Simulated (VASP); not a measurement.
Set up this calculation in VASP 6.6.1, as the native input.

* Task: single point
* Functional: PBE
* Potentials or basis: VASP PAW PBE potentials, release 64 (Sc_sv, Si, O)
* Cutoff: 520 eV
* k mesh: 12 × 12 × 6
* Occupations: gaussian, width 0.1 eV
* Spin: no spin polarisation
* Dipole correction: no
* Further INCAR settings: ALGO = Normal; EDIFF = 1e-07; NBANDS = 49

The structure of ScSi2O3 lies in POSCAR:

```
ScSi2O3
1.0
    5.1129191211      0.0000000000      0.0000000000
   -2.5564595606      4.4279178464      0.0000000000
    0.0000000000      0.0000000000      6.7463356634
Sc Si O
2 4 6
Direct
    0.0000000000      0.0000000000      0.0000000000
    0.0000000000      0.0000000000      0.5000000000
    0.6666666667      0.3333333333      0.0764806830
    0.3333333333      0.6666666667      0.9235193170
    0.3333333333      0.6666666667      0.5764806830
    0.6666666667      0.3333333333      0.4235193170
    0.1745430760      0.3490861520      0.7500000000
    0.6509138480      0.8254569240      0.7500000000
    0.1745430760      0.8254569240      0.7500000000
    0.8254569240      0.6509138480      0.2500000000
    0.3490861520      0.1745430760      0.2500000000
    0.8254569240      0.1745430760      0.2500000000
```

The cell was generated, and may not be a known phase.

These files were run (other wordings do the same):

INCAR

```
PREC     = Accurate       # precision mode
ENCUT    = 520            # plane-wave cutoff, eV
EDIFF    = 1E-7           # SCF threshold, eV
ISMEAR   = 0              # smearing method
SIGMA    = 0.1            # smearing width, eV
LREAL    = F              # projectors in reciprocal space
LASPH    = T              # aspherical terms in the spheres
NELM     = 60             # most SCF steps
ALGO     = Normal         # electronic algorithm
ISIF     = 2              # what is computed and relaxed
LWAVE    = F              # write WAVECAR
LCHARG   = F              # write CHGCAR
GGA      = PE             # functional
NBANDS   = 49             # bands
```

KPOINTS

```
regular mesh
0
Gamma
  12 12 6
```

Potentials or basis: VASP PAW PBE potentials, release 64 (Sc_sv, Si, O).

The run is started by

```console
$ cat potpaw_PBE.64/Sc_sv/POTCAR potpaw_PBE.64/Si/POTCAR potpaw_PBE.64/O/POTCAR > POTCAR
$ mpirun -np 1 vasp_std > vasp.out
```

Results of the run:

```yaml
Pressure: 0.3 GPa
Largest_force: 0.049 eV/Å
Band_gap_on_the_k_mesh: zero (bands 37 and 38 overlap by 0.88 eV)
```

Run time: 7.9 min on 1 thread of Intel(R) Xeon(R) 6975P-C (Granite Rapids), on a shared host, peak memory 0.57 GiB.
